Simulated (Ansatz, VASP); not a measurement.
# Two plane-wave programs on SiN

```xyz
2
Lattice="-1.5498 1.5498 2.4124 1.5498 -1.5498 2.4124 1.5498 1.5498 -2.4124" Properties=species:S:1:pos:R:3 pbc="T T T"
Si    0.0000    0.0000    0.0000
N     0.0000    0.0000    2.0650
```

Change from the starting cell: species swapped into the SnP type (I4mm, No. 107).

Alike in both runs: task relaxation of cell and atoms; functional PBE; k mesh 8 × 8 × 8; occupations gaussian, width 0.1 eV; no spin polarisation.

```csv
,VASP,Ansatz
version,VASP 6.6.1,Ansatz 0.2.0
potentials or method,"VASP PAW PBE potentials, release 64 (Si, N), cutoff 600 eV","scalar-relativistic, plane waves, PAW"
valence electrons in the cell,9,9
```

|  | VASP | Ansatz | Ansatz less VASP |
| --- | --- | --- | --- |
| gap on the k mesh at the Fermi level, each at its own relaxed structure (eV) | none | none | - |
| relaxed volume (Å³/atom) | 9.97 | 10.00 | +0.028 |
| relaxed length of the cell vector where the two differ most in proportion (Å) | 3.108 | 3.112 | +0.0035 |

A gap of «none» marks a metal or a gap that the smearing closes.
